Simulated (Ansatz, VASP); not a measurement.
One calculation of Os2O, two programs

```
Os O
1.0
     4.39566    0.00000    0.00000
     0.00000    4.39566    0.00000
     0.00000    0.00000    4.39566
Os O
4 2
Direct
  0.25000 0.25000 0.25000
  0.25000 0.75000 0.75000
  0.75000 0.75000 0.25000
  0.75000 0.25000 0.75000
  0.00000 0.00000 0.00000
  0.50000 0.50000 0.50000
```

Alike in both runs: task relaxation of cell and atoms; functional PBE; k mesh 8 × 8 × 8; occupations gaussian, width 0.1 eV; no spin polarisation.

```csv
,VASP,Ansatz
version,VASP 6.6.1,Ansatz 0.2.0
potentials or method,"VASP PAW PBE potentials, release 64 (Os, O), cutoff 600 eV","scalar-relativistic, plane waves, PAW"
valence electrons in the cell,44,76
```

VASP gave:

```
gap on the k mesh at the Fermi level, each at its own relaxed structure (eV) : none
relaxed volume (Å³/atom)                                                     : 14.29
relaxed cell length with the largest relative difference (Å)                 : 4.410
```

**Question.** What did Ansatz give for the same quantities?

**Answer.** gap on the k mesh at the Fermi level, each at its own relaxed structure (eV): none; relaxed volume (Å³/atom): 14.14; relaxed cell length with the largest relative difference (Å): 4.394.

A gap of «none» marks a metal or a gap that the smearing closes. VASP's potentials hold 44 valence electrons a cell and Ansatz's 76, so a difference there can come from the potentials and not from the codes.

Neither program's run includes spin-orbit coupling.
